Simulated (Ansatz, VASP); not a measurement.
## One calculation of In2As2H, two programs

The input INCAR:

```
SYSTEM = In2As2H
ALGO = Normal
DIPOL = 0.5 0.5 0.338
EDIFF = 1E-6
ENCUT = 520
GGA = PE
IDIPOL = 3
ISIF = 2
ISMEAR = 0
IVDW = 12
LASPH = .True.
LCHARG = .False.
LDIPOL = .True.
LREAL = .False.
LWAVE = .False.
NBANDS = 26
NELM = 80
PREC = Accurate
SIGMA = 0.1
```

File KPOINTS:

```
k-points
0
Gamma
  6 6 1
  0 0 0
```

The input POSCAR:

```
In2As2H
1.0
    4.3220706691      0.0000000000      0.0000000000
   -2.1610353346      3.7430229964      0.0000000000
    0.0000000000      0.0000000000     21.7386927198
As In H
2 2 1
Direct
    0.0000000000      0.0000000000      0.1840037049
    0.3333333333      0.6666666667      0.3557112058
    0.3333333333      0.6666666667      0.2245875152
    0.6666666667      0.3333333333      0.3881876812
    1.1111111111      0.5555555556      0.5399907378
```

Input for Ansatz:

```yaml
crystal:
  lattice:
    - [4.3220706691, 0.0, 0.0]
    - [-2.1610353346, 3.7430229964, 0.0]
    - [0.0, 0.0, 21.7386927198]
  atoms:
    - { symbol: As, position: [0.0, 0.0, 0.1840037049] }
    - { symbol: In, position: [0.3333333333, 0.6666666667, 0.2245875152] }
    - { symbol: As, position: [0.3333333333, 0.6666666667, 0.3557112058] }
    - { symbol: In, position: [0.6666666667, 0.3333333333, 0.3881876812] }
    - { symbol: H, position: [1.1111111111, 0.5555555556, 0.5399907378] }
basis:
  ecutwfc: 420
kpoints:
  mp_grid: { grid: [6, 6, 1] }
hamiltonian:
  xc: pbe
  pseudopotentials: { kind: paw, azcp: { folder: soft_1 } }
  dispersion: d3bj
scf:
  occupations: { method: gaussian, width: 0.1 }
output:
  forces: true
  eigenvalues: true
efield:
  axis: 3
  dipole_correction: true
  ramp_width: 0.04
```

Alike in both runs: task single point; functional PBE; dispersion D3(BJ); k mesh 6 × 6 × 1; occupations gaussian, width 0.1 eV; no spin polarisation.

|  | VASP | Ansatz |
| --- | --- | --- |
| version | VASP 6.6.1 | Ansatz 0.2.0 |
| potentials or method | VASP PAW PBE potentials, release 64 (As, In_d, H), cutoff 520 eV | scalar-relativistic, plane waves, PAW |
| valence electrons in the cell | 37 | 57 |

Ansatz gave:

* gap on the k mesh at the Fermi level (eV): none
* rms of the force components (eV/Å): 0.156

Problem. What did VASP give for the same quantities?

Solution. gap on the k mesh at the Fermi level (eV): none; rms of the force components (eV/Å): 0.157.

A gap of «none» marks a metal or a gap that the smearing closes. VASP's potentials hold 37 valence electrons a cell and Ansatz's 57, so a difference there can come from the potentials and not from the codes.
